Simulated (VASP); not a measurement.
# TiC3 (P6/mmm) in VASP: further runs

TiC3 is run at these levels: PBE; tasks: single point, relaxation of cell and atoms.

Program: VASP 6.6.1. These are calculated values, not measurements. Logs are shortened: lines on timing, memory, paths and dates and some standing lists are left out, and cuts for length are marked.

### 1 The cell of the first run

Symmetry: P6/mmm, No. 191, hexagonal system. The conventional cell has a = 3.780 Å, b = 3.780 Å, c = 4.042 Å, α = 90.00°, β = 90.00°, γ = 120.00°. Ti (site symmetry 6/mmm) has 8 C at 2.02 to 2.18 Å within 2.7 Å. Within 2.7 Å of C (site symmetry 6/mmm) lie 2 Ti at 2.02 Å. Within 2.9 Å of C (site symmetry -6m2) lie 3 C at 2.18 Å and 3 Ti at 2.18 Å.

### 2 Single point, PBE, collinear spin, ferromagnetic start

INCAR reads:

```
  ALGO = Normal
  EDIFF = 1E-6
  ENCUT = 520
  GGA = PE
  ISIF = 2
  ISMEAR = 0
  ISPIN = 2
  LASPH = True
  LCHARG = False
  LMAXMIX = 4
  LORBIT = 11
  LREAL = False
  LWAVE = False
  MAGMOM = 1 0 0 0
  NBANDS = 24
  NELM = 150
  PREC = Accurate
  SIGMA = 0.1
```

KPOINTS reads:

```
k-points
0
Gamma
  6 6 4
```

POSCAR reads:

```
TiC3
1.0
    3.7795787637      0.0000000000      0.0000000000
   -1.8897893819      3.2732112250      0.0000000000
    0.0000000000      0.0000000000      4.0421377668
Ti C
1 3
Direct
    0.0000000000      0.0000000000      0.0000000000
    0.0000000000      0.0000000000      0.5000000000
    0.3333333333      0.6666666667      0.0000000000
    0.6666666667      0.3333333333      0.0000000000
```

Potentials or basis: VASP PAW PBE potentials, release 64 (Ti_sv, C).

Started as:

```console
$ cat potpaw_PBE.64/Ti_sv/POTCAR potpaw_PBE.64/C/POTCAR > POTCAR
$ mpirun -np 1 vasp_std > vasp.out
```

OUTCAR:

```text
EDIFF = 1E-6
   ENCUT = 520
   GGA = PE
   ISIF = 2
   ISMEAR = 0
   ISPIN = 2
   LASPH = True
   LORBIT = 11
   LREAL = False
   NELM = 150
   PREC = Accurate

 ion  position               nearest neighbor table
   1  0.000  0.000  0.000-   2 2.02   2 2.02   4 2.18   3 2.18   4 2.18   3 2.18   4 2.18   3 2.18

   2  0.000  0.000  0.500-   1 2.02   1 2.02
   3  0.333  0.667  0.000-   1 2.18   1 2.18   1 2.18
   4  0.667  0.333  0.000-   1 2.18   1 2.18   1 2.18

  LATTYP: Found a hexagonal cell.
 ALAT       =     3.7795787637
 C/A-ratio  =     1.0694677951

  Lattice vectors:

 A1 = (   3.7795787637,   0.0000000000,   0.0000000000)
 A2 = (  -1.8897893819,   3.2732112250,   0.0000000000)
 A3 = (   0.0000000000,   0.0000000000,   4.0421377668)

Analysis of symmetry for initial positions (statically):
=====================================================================
 Subroutine PRICEL returns:
 Original cell was already a primitive cell.

 Routine SETGRP: Setting up the symmetry group for a
 hexagonal supercell.

 Subroutine GETGRP returns: Found 24 space group operations
 (whereof 24 operations were pure point group operations)
 out of a pool of 24 trial point group operations.

The static configuration has the point symmetry D_6h.

Analysis of symmetry for dynamics (positions and initial velocities):
=====================================================================
 Subroutine PRICEL returns:
 Original cell was already a primitive cell.

 Routine SETGRP: Setting up the symmetry group for a
 hexagonal supercell.

 Subroutine GETGRP returns: Found 24 space group operations
 (whereof 24 operations were pure point group operations)
 out of a pool of 24 trial point group operations.

The dynamic configuration has the point symmetry D_6h.

Analysis of structural, dynamic, and magnetic symmetry:
=====================================================================
 Subroutine PRICEL returns:
 Original cell was already a primitive cell.

 Routine SETGRP: Setting up the symmetry group for a
 hexagonal supercell.

 Subroutine GETGRP returns: Found 24 space group operations
 (whereof 24 operations were pure point group operations)
 out of a pool of 24 trial point group operations.

The overall configuration has the point symmetry D_6h.
[... 122 lines left out ...]
  Thomas-Fermi vector in A             =   2.414099
   LORBIT       =     11    0 simple, 1 ext, 2 COOP (PROOUT), +10 PAW based schemes
   GGA     = PE    functional components
   LHFCALC =     F    Hartree Fock is set to
   AEXX    =    0.0000 exact exchange contribution
   IVDW    =     0    specifies the selected vdW correction
   LEPSILON=     F    determine dielectric tensor
   LRPA    =     F    only Hartree local field effects (RPA)
 spin polarized calculation
 Gauss-broadening in eV      SIGMA  =   0.10
  energy-cutoff  :      520.00
  volume of cell :       50.01
 maximum number of plane-waves:      1377
   NGX = 15   NGY = 15   NGZ = 15

 number of electron      23.9999996 magnetization       0.0610443

 number of electron      23.9999996 magnetization      -0.0006908

 Free energy of the ion-electron system (eV)
  ---------------------------------------------------
  ext. energy  EPLUGINS =         0.00000000
  ---------------------------------------------------
  free energy    TOTEN  =       -25.33038758 eV

  energy without entropy =      -25.30905576  energy(sigma->0) =      -25.31972167

 E-fermi :   3.9712     XC(G=0): -10.4619

 val. band max:        3.9508872950   @ k =   0.1667   0.1667   0.5000
 cond. band min:       4.0125910067   @ k =   0.3333   0.1667   0.2500
 fundamental gap:      0.0617037117
 Fermi energy:         3.9712292608

 spin component 1

 k-point     1 :       0.0000    0.0000    0.0000
  band No.  band energies     occupation
      1     -51.8980      1.00000
      2     -28.2605      1.00000
      3     -28.2605      1.00000
      4     -28.1367      1.00000
      5      -9.0038      1.00000
      6      -4.9073      1.00000
[... 556 lines left out ...]
     23      17.9642      0.00000
     24      17.9642      0.00000
 Fermi energy:         3.9712292608

 spin component 2

 k-point     1 :       0.0000    0.0000    0.0000
  band No.  band energies     occupation
      1     -51.8983      1.00000
      2     -28.2609      1.00000
      3     -28.2609      1.00000
      4     -28.1368      1.00000
      5      -9.0040      1.00000
      6      -4.9069      1.00000
[... 556 lines left out ...]
     23      17.9642      0.00000
     24      17.9642      0.00000

------------------------ aborting loop because EDIFF is reached ----------------------------------------

  FORCE on cell =-STRESS in cart. coord.  units (eV):
  Direction    XX          YY          ZZ          XY          YZ          ZX
  --------------------------------------------------------------------------------------
  -------------------------------------------------------------------------------------
  Total       -0.0062230     -0.0062230     -0.0078257      0.0000000      0.0000000      0.0000000
  in kB       -0.1993814     -0.1993814     -0.2507291      0.0000000      0.0000000      0.0000000
  external PRESSURE =      -0.2164973 kB  Pullay stress =       0.0000000 kB

 VOLUME and BASIS-vectors are now :
 -----------------------------------------------------------------------------
  energy-cutoff  :      520.00
  volume of cell :       50.01
      direct lattice vectors                 reciprocal lattice vectors
     3.779578764  0.000000000  0.000000000     0.264579749  0.152755189  0.000000000
    -1.889789382  3.273211225  0.000000000     0.000000000  0.305510378  0.000000000
     0.000000000  0.000000000  4.042137767     0.000000000  0.000000000  0.247393844

 POSITION                                       TOTAL-FORCE (eV/Angst)
 -----------------------------------------------------------------------------------
      0.00000      0.00000      0.00000        -0.000000      0.000000      0.000000
      0.00000      0.00000      2.02107        -0.000000      0.000000      0.000000
     -0.00000      2.18214      0.00000        -0.000000      0.000000     -0.000000
      1.88979      1.09107      0.00000         0.000000     -0.000000      0.000000
 -----------------------------------------------------------------------------------
    total drift:                               -0.000000      0.000000     -0.000000

  FREE ENERGIE OF THE ION-ELECTRON SYSTEM (eV)
  ---------------------------------------------------
  free  energy   TOTEN  =       -25.3303875839 eV

  energy  without entropy=      -25.3090557629  energy(sigma->0) =      -25.31972167

 total charge

# of ion       s       p       d       tot
------------------------------------------
    1        2.252   6.249   2.084  10.585
    2        1.001   1.178   0.000   2.179
    3        0.998   1.156   0.000   2.154
    4        0.998   1.156   0.000   2.154
--------------------------------------------------
tot          5.249   9.738   2.084  17.071

 magnetization (x)

# of ion       s       p       d       tot
------------------------------------------
    1       -0.000  -0.000  -0.000  -0.001
    2        0.000   0.000   0.000   0.000
    3       -0.000  -0.000   0.000  -0.000
    4       -0.000  -0.000   0.000  -0.000
--------------------------------------------------
tot         -0.000  -0.000  -0.000  -0.001
```

stdout:

```text
POSCAR found type information on POSCAR TiC
 POSCAR found :  2 types and       4 ions
 scaLAPACK will be used
 LDA part: xc-table for (Slater+PW92), standard interpolation
 POSCAR, INCAR and KPOINTS ok, starting setup
 FFT: planning ... GRIDC
 FFT: planning ... GRID_SOFT
 FFT: planning ... GRID
 WAVECAR not read
 entering main loop
```

Wall time 2.3 min (1 thread of AMD EPYC 7R13, shared host); peak memory 0.17 GiB.

What came out:

```yaml
Free_energy: -25.3304 eV
Pressure: 0.0 GPa
Band_gap_on_the_k_mesh: zero (filled and empty bands overlap)
Net_moment: 0.00 μB per cell
Valence_electrons_inside_the_program's_atomic_spheres: Ti 10.59; C 2.18, 2.15
```

Levels at points of the mesh, in eV from the Fermi level:
Spin up:
```tsv
k point	band 9	band 10	band 11	band 12	band 13	band 14	band 15	band 16
(0.00, 0.00, 0.00)	-4.70	-2.84	0.33	0.33	1.98	2.21	2.21	2.67
(0.50, 0.00, 0.00)	-2.00	-1.78	-0.31	-0.08	0.11	1.16	1.61	1.97
(0.00, 0.00, 0.50)	-4.65	-2.86	-1.37	-0.65	-0.65	2.33	2.41	2.41
(0.50, 0.00, 0.50)	-3.35	-2.88	-1.74	-1.06	0.13	0.29	2.58	3.50
```
Spin down:
| k point | band 9 | band 10 | band 11 | band 12 | band 13 | band 14 | band 15 | band 16 |
| --- | --- | --- | --- | --- | --- | --- | --- | --- |
| (0.00, 0.00, 0.00) | -4.71 | -2.84 | 0.33 | 0.33 | 1.98 | 2.21 | 2.21 | 2.67 |
| (0.50, 0.00, 0.00) | -2.00 | -1.78 | -0.31 | -0.08 | 0.11 | 1.16 | 1.61 | 1.97 |
| (0.00, 0.00, 0.50) | -4.65 | -2.86 | -1.37 | -0.65 | -0.65 | 2.33 | 2.41 | 2.41 |
| (0.50, 0.00, 0.50) | -3.35 | -2.88 | -1.74 | -1.06 | 0.13 | 0.29 | 2.58 | 3.50 |

Caveat: the k points lie up to 0.39 Å⁻¹ apart.

### 3 Single point, PBE

INCAR reads:

```
SYSTEM = TiC3
  PREC = Accurate
  ENCUT = 520
  EDIFF = 1E-6
  ISMEAR = 0
  SIGMA = 0.1
  LREAL = .FALSE.
  LASPH = .TRUE.
  NELM = 60
  ALGO = Normal
  ISIF = 2
  LWAVE = .FALSE.
  LCHARG = .FALSE.
  GGA = PE
  NBANDS = 20
```

KPOINTS reads:

```
Automatic mesh
0
G
  12 12 12
  0 0 0
```

POSCAR reads:

```
TiC3
1.0
    3.7739222141      0.0000000000      0.0000000000
   -1.8869611071      3.2683125093      0.0000000000
    0.0000000000      0.0000000000      4.0547619203
Ti C
1 3
Direct
    0.0000000000      0.0000000000      0.0000000000
    0.0000000000      0.0000000000      0.5000000000
    0.3333333333      0.6666666667      0.0000000000
    0.6666666667      0.3333333333      0.0000000000
```

Potentials or basis: VASP PAW PBE potentials, release 64 (Ti_sv, C).

Started as:

```console
$ cat potpaw_PBE.64/Ti_sv/POTCAR potpaw_PBE.64/C/POTCAR > POTCAR
$ mpirun -np 1 vasp_std > vasp.out
```

OUTCAR:

```text
SYSTEM = TiC3
   PREC = Accurate
   ENCUT = 520
   EDIFF = 1E-6
   ISMEAR = 0
   LREAL = .FALSE.
   LASPH = .TRUE.
   NELM = 60
   ISIF = 2
   GGA = PE

 ion  position               nearest neighbor table
   1  0.000  0.000  0.000-   2 2.03   2 2.03   4 2.18   3 2.18   4 2.18   3 2.18   4 2.18   3 2.18

   2  0.000  0.000  0.500-   1 2.03   1 2.03
   3  0.333  0.667  0.000-   1 2.18   1 2.18   1 2.18
   4  0.667  0.333  0.000-   1 2.18   1 2.18   1 2.18

  LATTYP: Found a hexagonal cell.
 ALAT       =     3.7739222141
 C/A-ratio  =     1.0744158704
[... 743 lines left out ...]
     20      10.5334      0.00000

 [... further k-points ...]
[... 5 lines left out ...]
  --------------------------------------------------------------------------------------
  -------------------------------------------------------------------------------------
  Total       -0.0080075     -0.0080075     -0.0154658      0.0000000      0.0000000      0.0000000
  in kB       -0.2565212     -0.2565212     -0.4954499      0.0000000      0.0000000      0.0000000
  external PRESSURE =      -0.3361641 kB  Pullay stress =       0.0000000 kB

 VOLUME and BASIS-vectors are now :
 -----------------------------------------------------------------------------
  energy-cutoff  :      520.00
  volume of cell :       50.01
      direct lattice vectors                 reciprocal lattice vectors
     3.773922214  0.000000000  0.000000000     0.264976315  0.152984147  0.000000000
    -1.886961107  3.268312509  0.000000000     0.000000000  0.305968293  0.000000000
     0.000000000  0.000000000  4.054761920     0.000000000  0.000000000  0.246623604

 POSITION                                       TOTAL-FORCE (eV/Angst)
 -----------------------------------------------------------------------------------
      0.00000      0.00000      0.00000         0.000000      0.000000      0.000000
      0.00000      0.00000      2.02738        -0.000000      0.000000      0.000000
     -0.00000      2.17888      0.00000        -0.000000     -0.000000     -0.000000
      1.88696      1.08944      0.00000         0.000000      0.000000      0.000000
 -----------------------------------------------------------------------------------
    total drift:                               -0.000000      0.000000     -0.000000

  FREE ENERGIE OF THE ION-ELECTRON SYSTEM (eV)
  ---------------------------------------------------
  free  energy   TOTEN  =       -25.2964315154 eV

  energy  without entropy=      -25.2767518203  energy(sigma->0) =      -25.28659167
```

stdout:

```text
POSCAR found type information on POSCAR TiC
 POSCAR found :  2 types and       4 ions
 scaLAPACK will be used
 LDA part: xc-table for (Slater+PW92), standard interpolation
 POSCAR, INCAR and KPOINTS ok, starting setup
 FFT: planning ... GRIDC
 FFT: planning ... GRID_SOFT
 FFT: planning ... GRID
 WAVECAR not read
 entering main loop
```

It took 4.1 min on 1 thread of AMD EPYC 7R13, shared host; peak memory 0.22 GiB.

Results:

- Free energy: -25.2964 eV
- Pressure: 0.0 GPa
- Band gap on the k mesh: zero (band 12 reaches 4.60 eV, above the bottom of band 13 at 3.36 eV)

### 4 Relaxation of cell and atoms, PBE

This run uses another cell than the first one, of 27.62 Å³/atom, 2.209 times its volume.

INCAR reads:

```
PREC     = Accurate       # precision mode
ENCUT    = 600            # plane-wave cutoff, eV
EDIFF    = 1E-7           # SCF threshold, eV
ISMEAR   = 0              # smearing method
SIGMA    = 0.1            # smearing width, eV
LREAL    = F              # projectors in reciprocal space
LASPH    = T              # aspherical terms in the spheres
NELM     = 80             # most SCF steps
ALGO     = Normal         # electronic algorithm
ISIF     = 3              # what is computed and relaxed
LWAVE    = F              # write WAVECAR
LCHARG   = F              # write CHGCAR
GGA      = PE             # functional
IBRION   = 2              # ionic algorithm
NSW      = 90             # ionic steps
EDIFFG   = -0.04          # ionic threshold
```

KPOINTS reads:

```
regular mesh
0
Gamma
  6 6 4
```

POSCAR reads:

```
TiC3
1.0
    4.8844242800      0.0000000000      0.0000000000
   -2.4422121400      4.2300355100      0.0000000000
    0.0000000000      0.0000000000      5.3473835500
Ti C
1 3
Direct
    0.0000000000      0.0000000000      0.0000000000
    0.0000000000      0.0000000000      0.5000000000
    0.3333333300      0.6666666700      0.0000000000
    0.6666666700      0.3333333300      0.0000000000
```

Started as:

```console
$ cat potpaw_PBE.64/Ti_sv/POTCAR potpaw_PBE.64/C/POTCAR > POTCAR
$ mpirun -np 1 vasp_std > vasp.out
```

Run time: 14 min. Hardware: 1 thread of AMD EPYC 7R13, shared host; peak memory 0.27 GiB.

It converged, with:

```yaml
Free_energy: -25.3530 eV
Relaxed_volume: 12.47 Å³/atom
Relaxed_cell: a = 3.776 Å, b = 3.776 Å, c = 4.038 Å, α = 90.00°, β = 90.00°, γ = 120.00°
Space_group_after_relaxing_to_0.05_Å: P6/mmm (No. 191)
Energy_gained_by_relaxing: 1823.8 meV/atom
Ionic_steps: 7
Pressure_after_relaxing: 0.3 GPa
Band_gap_on_the_k_mesh: zero (band 12 reaches 4.61 eV, above the bottom of band 13 at 3.34 eV)
```

The path:
```
step  energy change (eV)  largest force (eV/Å)  pressure (GPa)  volume (Å³)
   1              0.0000                0.0000          -19.40       110.48
   2             -6.1282                0.0000          -19.33        65.16
   3             -7.1832                0.0000           -5.28        52.70
   4             -7.2152                0.0000            1.70        49.63
   5             -7.2202                0.0000           -0.60        50.54
   6             -7.2859                0.0000            0.91        49.64
   7             -7.2951                0.0000            0.34        49.87
```

Final structure:
```xyz
4
Lattice="3.7761 0.0000 0.0000 -1.8880 3.2702 0.0000 0.0000 0.0000 4.0384" Properties=species:S:1:pos:R:3 pbc="T T T"
Ti    0.0000    0.0000    0.0000
C     0.0000    0.0000    2.0192
C     0.0000    2.1801    0.0000
C     1.8880    1.0901    0.0000
```

Levels at points of the mesh, in eV from the Fermi level:
```
           k point  band 8  band 9  band 10  band 11  band 12  band 13  band 14  band 15  band 16
(0.00, 0.00, 0.00)   -4.72   -4.72    -2.84     0.33     0.33     1.99     2.22     2.22     2.67
(0.50, 0.00, 0.00)   -3.64   -2.01    -1.79    -0.31    -0.08     0.11     1.16     1.61     1.97
(0.00, 0.00, 0.50)   -4.67   -4.67    -2.87    -1.38    -0.65    -0.65     2.33     2.42     2.42
(0.50, 0.00, 0.50)   -4.12   -3.36    -2.88    -1.74    -1.06     0.13     0.29     2.58     4.78
```

Caveat: the volume moved by over 15 % at a fixed basis, so the end points are rough.

(Continued in part 2 of 2.)
